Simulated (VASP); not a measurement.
# AlN (P6_3/mmc) in VASP: further runs

AlN is run at these levels: PBEsol; tasks: single point.

Everything below comes from runs of VASP 6.6.1. Logs are shortened: lines on timing, memory, paths and dates and some standing lists are left out, and cuts for length are marked.

### 1 The cell of the first run

It takes space group P6_3/mmc (No. 194, hexagonal). The conventional cell has a = 3.282 Å, b = 3.282 Å, c = 4.264 Å, α = 90.00°, β = 90.00°, γ = 120.00°. Within 2.5 Å of Al (site symmetry -6m2) lie 5 N at 1.89 to 2.13 Å. Within 2.5 Å of N (site symmetry -6m2) lie 5 Al at 1.89 to 2.13 Å.

### 2 Single point, PBEsol

INCAR

```
SYSTEM = AlN
PREC = Accurate
ENCUT = 520
EDIFF = 1E-6
ISMEAR = 0
SIGMA = 0.05
LREAL = .False.
LASPH = .True.
NELM = 100
ALGO = Normal
ISIF = 2
LWAVE = .False.
LCHARG = .False.
GGA = PS
NBANDS = 16
```

KPOINTS

```
regular mesh
0
Gamma
  9 9 6
  0 0 0
```

POSCAR

```
AlN
1.0
    3.2816000000      0.0000000000      0.0000000000
   -1.6408000000      2.8419489650      0.0000000000
    0.0000000000      0.0000000000      4.2642000000
Al N
2 2
Direct
    0.3333333333      0.6666666667      0.7500000000
    0.6666666667      0.3333333333      0.2500000000
    0.3333333333      0.6666666667      0.2500000000
    0.6666666667      0.3333333333      0.7500000000
```

Potentials or basis: VASP PAW PBE potentials, release 64 (Al, N).

Started as:

```bash
$ cat potpaw_PBE.64/Al/POTCAR potpaw_PBE.64/N/POTCAR > POTCAR
$ mpirun -np 1 vasp_std > vasp.out
```

OUTCAR:

```text
SYSTEM = AlN
   PREC = Accurate
   ENCUT = 520
   EDIFF = 1E-6
   ISMEAR = 0
   LREAL = .False.
   LASPH = .True.
   NELM = 100
   ISIF = 2
   GGA = PS

 ion  position               nearest neighbor table
   1  0.333  0.667  0.750-   4 1.89   4 1.89   4 1.89   3 2.13   3 2.13   2 2.85   2 2.85   2 2.85
                             2 2.85   2 2.85   2 2.85
   2  0.667  0.333  0.250-   3 1.89   3 1.89   3 1.89   4 2.13   4 2.13   1 2.85   1 2.85   1 2.85
                             1 2.85   1 2.85   1 2.85
   3  0.333  0.667  0.250-   2 1.89   2 1.89   2 1.89   1 2.13   1 2.13
   4  0.667  0.333  0.750-   1 1.89   1 1.89   1 1.89   2 2.13   2 2.13

  LATTYP: Found a hexagonal cell.
 ALAT       =     3.2816000000
 C/A-ratio  =     1.2994271087

  Lattice vectors:

 A1 = (   3.2816000000,   0.0000000000,   0.0000000000)
 A2 = (  -1.6408000000,   2.8419489650,   0.0000000000)
 A3 = (   0.0000000000,   0.0000000000,   4.2642000000)

Analysis of symmetry for initial positions (statically):
=====================================================================
 Subroutine PRICEL returns:
 Original cell was already a primitive cell.

 Routine SETGRP: Setting up the symmetry group for a
 hexagonal supercell.

 Subroutine GETGRP returns: Found 24 space group operations
 (whereof 12 operations were pure point group operations)
 out of a pool of 24 trial point group operations.

The static configuration has the point symmetry D_3d.
 The point group associated with its full space group is D_6h.

Analysis of symmetry for dynamics (positions and initial velocities):
=====================================================================
 Subroutine PRICEL returns:
 Original cell was already a primitive cell.

 Routine SETGRP: Setting up the symmetry group for a
 hexagonal supercell.

 Subroutine GETGRP returns: Found 24 space group operations
 (whereof 12 operations were pure point group operations)
 out of a pool of 24 trial point group operations.

The dynamic configuration has the point symmetry D_3d.
 The point group associated with its full space group is D_6h.

 Subroutine INISYM returns: Found 24 space group operations
 (whereof 12 operations are pure point group operations),
 and found     1 'primitive' translations

----------------------------------------------------------------------------------------

                                     Primitive cell

  volume of cell :      39.7685

  direct lattice vectors                    reciprocal lattice vectors
     3.281600000  0.000000000  0.000000000     0.304729400  0.175935601  0.000000000
    -1.640800000  2.841948965  0.000000000     0.000000000  0.351871203  0.000000000
     0.000000000  0.000000000  4.264200000     0.000000000  0.000000000  0.234510576

  length of vectors
     3.281600000  3.281600000  4.264200000     0.351871203  0.351871203  0.234510576

  position of ions in fractional coordinates (direct lattice)
     0.333333333  0.666666667  0.750000000
     0.666666667  0.333333333  0.250000000
     0.333333333  0.666666667  0.250000000
     0.666666667  0.333333333  0.750000000

  ion indices of the primitive-cell ions
   primitive index   ion index
                 1           1
                 2           2
                 3           3
                 4           4

----------------------------------------------------------------------------------------

 KPOINTS: regular mesh

Automatic generation of k-mesh.
 Grid dimensions read from file:
 generate k-points for:    9    9    6

 Generating k-lattice:

  Cartesian coordinates                     Fractional coordinates (reciprocal lattice)
     0.033858822  0.019548400  0.000000000     0.111111111  0.000000000  0.000000000
     0.000000000  0.039096800  0.000000000     0.000000000  0.111111111  0.000000000
     0.000000000  0.000000000  0.039085096     0.000000000  0.000000000  0.166666667

  Length of vectors
     0.039096800  0.039096800  0.039085096

  Shift w.r.t. Gamma in fractional coordinates (k-lattice)
     0.000000000  0.000000000  0.000000000

 Subroutine IBZKPT returns following result:
 ===========================================

 Found     48 irreducible k-points:

 Following reciprocal coordinates:
            Coordinates               Weight
  0.000000  0.000000  0.000000      1.000000
  0.111111  0.000000  0.000000      6.000000
  0.222222  0.000000  0.000000      6.000000
  0.333333  0.000000  0.000000      6.000000
  0.444444  0.000000  0.000000      6.000000
  0.111111  0.111111  0.000000      6.000000
[... 16 lines left out ...]
  0.333333  0.222222  0.166667     24.000000
  0.333333  0.333333  0.166667      4.000000
 [... further k-points ...]
   k-points           NKPTS =     48   k-points in BZ     NKDIM =     48   number of bands    NBANDS=     16
   number of dos      NEDOS =    301   number of ions     NIONS =      4
   total plane-waves  NPLWV =  18432
   dimension x,y,z NGX =    24 NGY =   24 NGZ =   32
   dimension x,y,z NGXF=    48 NGYF=   48 NGZF=   64
   ions per type =               2   2
   NGX,Y,Z   is equivalent  to a cutoff of  12.16, 12.16, 12.48 a.u.
   NGXF,Y,Z  is equivalent  to a cutoff of  24.32, 24.32, 24.95 a.u.
 SYSTEM =  AlN
   PREC   = accura    normal or accurate (medium, high low for compatibility)
   ISTART =      0    job   : 0-new  1-cont  2-samecut
   ICHARG =      2    charge: 1-file 2-atom 10-const
   ISPIN  =      1    spin polarized calculation?
   LNONCOLLINEAR =      F non collinear calculations
   LSORBIT =      F    spin-orbit coupling
   LASPH  =      T    aspherical Exc in radial PAW
   ENCUT  =  520.0 eV  38.22 Ry    6.18 a.u.   6.10  6.10  7.93*2*pi/ulx,y,z
   NELM   =    100;   NELMIN=  2; NELMDL= -5     # of ELM steps
   EDIFF  = 0.1E-05   stopping-criterion for ELM
   LREAL  =      F    real-space projection
   EDIFFG = 0.1E-04   stopping-criterion for IOM
   NSW    =      0    number of steps for IOM
   IBRION =     -1    ionic relax: 0-MD 1-quasi-New 2-CG
   NFREE  =      0    steps in history (QN), initial steepest desc. (CG)
   ISIF   =      2    stress and relaxation
   ISYM   =      2    0-nonsym 1-usesym 2-fastsym
   POTIM  = 0.5000    time-step for ionic-motion
   TEBEG  =    0.0;   TEEND  =   0.0 temperature during run
   PSTRESS=    0.0 pullay stress
   NELECT =      16.0000    total number of electrons
   NUPDOWN=      -1.0000    fix difference up-down
   EMIN   =  10.00;   EMAX   =-10.00  energy-range for DOS
   EFERMI =   0.00;   METHOD = LEGACY
   ISMEAR =     0;   SIGMA  =   0.05  broadening in eV -4-tet -1-fermi 0-gaus
   EFERMI_NEDOS =   21; number of points for ismear=-14 and -15
   IALGO  =     38    algorithm
   IMIX   =      4    mixing-type and parameters
     AMIX     =   0.40;   BMIX     =  1.00
     AMIX_MAG =   1.60;   BMIX_MAG =  1.00
  volume/ion in A,a.u.               =       9.94        67.09
  Fermi-wavevector in a.u.,A,eV,Ry     =   1.208560  2.283848 19.872915  1.460618
  Thomas-Fermi vector in A             =   2.344164
   LORBIT       =      0    0 simple, 1 ext, 2 COOP (PROOUT), +10 PAW based schemes
   GGA     = PS    functional components
   LHFCALC =     F    Hartree Fock is set to
   AEXX    =    0.0000 exact exchange contribution
   IVDW    =     0    specifies the selected vdW correction
   LEPSILON=     F    determine dielectric tensor
   LRPA    =     F    only Hartree local field effects (RPA)
 non-spin polarized calculation
 Gauss-broadening in eV      SIGMA  =   0.05
  energy-cutoff  :      520.00
  volume of cell :       39.77
 maximum number of plane-waves:      1086
   NGX = 13   NGY = 13   NGZ = 15

 number of electron      15.9999998 magnetization

 Free energy of the ion-electron system (eV)
  ---------------------------------------------------
  ext. energy  EPLUGINS =         0.00000000
  ---------------------------------------------------
  free energy    TOTEN  =       -30.92285050 eV

  energy without entropy =      -30.92285050  energy(sigma->0) =      -30.92285050

 E-fermi :   8.1976     XC(G=0): -11.3572

 val. band max:        7.9661063755   @ k =   0.0000   0.0000   0.0000
 cond. band min:      11.0877474331   @ k =   0.0000   0.0000   0.0000
 fundamental gap:      3.1216410576
 Fermi energy:         8.1975620254

 k-point     1 :       0.0000    0.0000    0.0000
  band No.  band energies     occupation
      1      -8.8894      2.00000
      2      -5.3652      2.00000
      3       0.8957      2.00000
      4       4.6679      2.00000
      5       4.6679      2.00000
      6       6.1983      2.00000
[... 8 lines left out ...]
     15      19.3554      0.00000
     16      19.8423      0.00000

 k-point     2 :       0.1111    0.0000    0.0000
  band No.  band energies     occupation
      1      -8.7450      2.00000
      2      -5.3479      2.00000
      3       1.0531      2.00000
      4       4.1344      2.00000
      5       4.4676      2.00000
      6       5.6859      2.00000
[... 8 lines left out ...]
     15      19.2271      0.00000
     16      19.3840      0.00000

 k-point     3 :       0.2222    0.0000    0.0000
  band No.  band energies     occupation
      1      -8.3307      2.00000
      2      -5.3434      2.00000
      3       1.5125      2.00000
      4       2.9861      2.00000
      5       4.0592      2.00000
      6       4.7408      2.00000
[... 8 lines left out ...]
     15      18.2243      0.00000
     16      19.9751      0.00000

 k-point     4 :       0.3333    0.0000    0.0000
  band No.  band energies     occupation
      1      -7.7175      2.00000
      2      -5.4729      2.00000
      3       1.9276      2.00000
      4       2.2208      2.00000
      5       3.6883      2.00000
      6       3.9028      2.00000
[... 8 lines left out ...]
     15      19.3565      0.00000
     16      20.3247      0.00000
[... 324 lines left out ...]
 k-point    22 :       0.2222    0.2222    0.1667
  band No.  band energies     occupation
      1      -7.2594      2.00000
      2      -5.6819      2.00000
      3       1.6085      2.00000
      4       1.9409      2.00000
      5       3.6059      2.00000
      6       4.0227      2.00000
[... 8 lines left out ...]
     15      19.5515      0.00000
     16      20.9189      0.00000

 k-point    23 :       0.3333    0.2222    0.1667
  band No.  band energies     occupation
      1      -6.7028      2.00000
      2      -5.9234      2.00000
      3       1.2799      2.00000
      4       2.0748      2.00000
      5       2.8044      2.00000
      6       4.5655      2.00000
[... 8 lines left out ...]
     15      19.3433      0.00000
     16      21.0237      0.00000

 k-point    24 :       0.3333    0.3333    0.1667
  band No.  band energies     occupation
      1      -6.2542      2.00000
      2      -6.2542      2.00000
      3       1.3055      2.00000
      4       2.2764      2.00000
      5       2.2764      2.00000
      6       4.6413      2.00000
[... 8 lines left out ...]
     15      18.8975      0.00000
     16      20.7575      0.00000

 [... further k-points ...]

------------------------ aborting loop because EDIFF is reached ----------------------------------------

  FORCE on cell =-STRESS in cart. coord.  units (eV):
  Direction    XX          YY          ZZ          XY          YZ          ZX
  --------------------------------------------------------------------------------------
  -------------------------------------------------------------------------------------
  Total       -0.1186331     -0.1186331     -1.5530259      0.0000000      0.0000000     -0.0000000
  in kB       -4.7794410     -4.7794410    -62.5676421      0.0000000      0.0000000     -0.0000000
  external PRESSURE =     -24.0421747 kB  Pullay stress =       0.0000000 kB

 VOLUME and BASIS-vectors are now :
 -----------------------------------------------------------------------------
  energy-cutoff  :      520.00
  volume of cell :       39.77
      direct lattice vectors                 reciprocal lattice vectors
     3.281600000  0.000000000  0.000000000     0.304729400  0.175935601  0.000000000
    -1.640800000  2.841948965  0.000000000     0.000000000  0.351871203  0.000000000
     0.000000000  0.000000000  4.264200000     0.000000000  0.000000000  0.234510576

 POSITION                                       TOTAL-FORCE (eV/Angst)
 -----------------------------------------------------------------------------------
     -0.00000      1.89463      3.19815         0.000000      0.000000      0.000000
      1.64080      0.94732      1.06605        -0.000000      0.000000      0.000000
     -0.00000      1.89463      1.06605         0.000000     -0.000000      0.000000
      1.64080      0.94732      3.19815        -0.000000      0.000000      0.000000
 -----------------------------------------------------------------------------------
    total drift:                                0.000000     -0.000000      0.000000

  FREE ENERGIE OF THE ION-ELECTRON SYSTEM (eV)
  ---------------------------------------------------
  free  energy   TOTEN  =       -30.9228504978 eV

  energy  without entropy=      -30.9228504978  energy(sigma->0) =      -30.92285050
```

Run time: 8.2 s. Hardware: 1 thread of Intel Xeon 6975P-C (Granite Rapids), shared host; peak memory 0.15 GiB.

Results:

```yaml
Free_energy: -30.9229 eV
Pressure: -2.4 GPa
Band_gap_on_the_k_mesh: 3.12 eV, direct
```

Caveat: the PAW data sets were made with another functional, which shifts forces and pressure a little.

(Continued in part 2 of 3.)
